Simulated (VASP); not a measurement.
Wanted: the native input for a VASP 6.6.1 run.

| Property | Result |
| --- | --- |
| Task | single point |
| Functional | PBE |
| Potentials or basis | VASP PAW PBE potentials, release 64 (Cu, O) |
| Cutoff | 520 eV |
| k mesh | 9 × 9 × 5 |
| Occupations | fermi-dirac, width 0.05 eV |
| Spin | no spin polarisation |
| Dipole correction | no |
| Further INCAR settings | ALGO = Normal; EDIFF = 1e-06; NBANDS = 25 |

The structure of CuO lies in POSCAR:

```
CuO
1.0
    0.0000000000     -2.1165600000     -2.1588912000
   -2.1165600000      0.0000000000     -2.1588912000
    2.1165600000      2.1165600000     -4.3177824000
Cu O
2 2
Direct
    0.5000011023      0.5000011343      0.4999969218
    0.0000011023      1.0000011343      0.9999969218
    0.7499988977      0.7499988657      0.7500030782
    0.2499988977      0.2499988657      0.2500030782
```

One way to write it, as run:

INCAR

```
SYSTEM = CuO
ALGO = Normal ; EDIFF = 1E-6
ENCUT = 520 ; GGA = PE
ISIF = 2 ; ISMEAR = -1
LASPH = .TRUE. ; LCHARG = .TRUE.
LELF = .TRUE. ; LREAL = .FALSE.
LVHAR = .TRUE. ; LWAVE = .FALSE.
NBANDS = 25 ; NELM = 60
PREC = Accurate ; SIGMA = 0.05
```

KPOINTS

```
k-points
0
G
  9 9 5
  0 0 0
```

Potentials or basis: VASP PAW PBE potentials, release 64 (Cu, O).

The run is started by

```sh
$ cat potpaw_PBE.64/Cu/POTCAR potpaw_PBE.64/O/POTCAR > POTCAR
$ mpirun -np 1 vasp_std > vasp.out
```

Results of the run:

| Item | Value |
| --- | --- |
| Pressure | -1.7 GPa |
| Band gap on the k mesh | zero (band 17 reaches 6.60 eV, above the bottom of band 18 at 5.61 eV) |

Caveat: semilocal functionals often make such compounds metallic where correlation or magnetic order opens a gap, which also shifts bond lengths.

Run time: 100 s on 1 thread of Intel(R) Xeon(R) Platinum 8259CL CPU @ 2.50GHz (Skylake/Cascade Lake), on a shared host, peak memory 0.22 GiB.
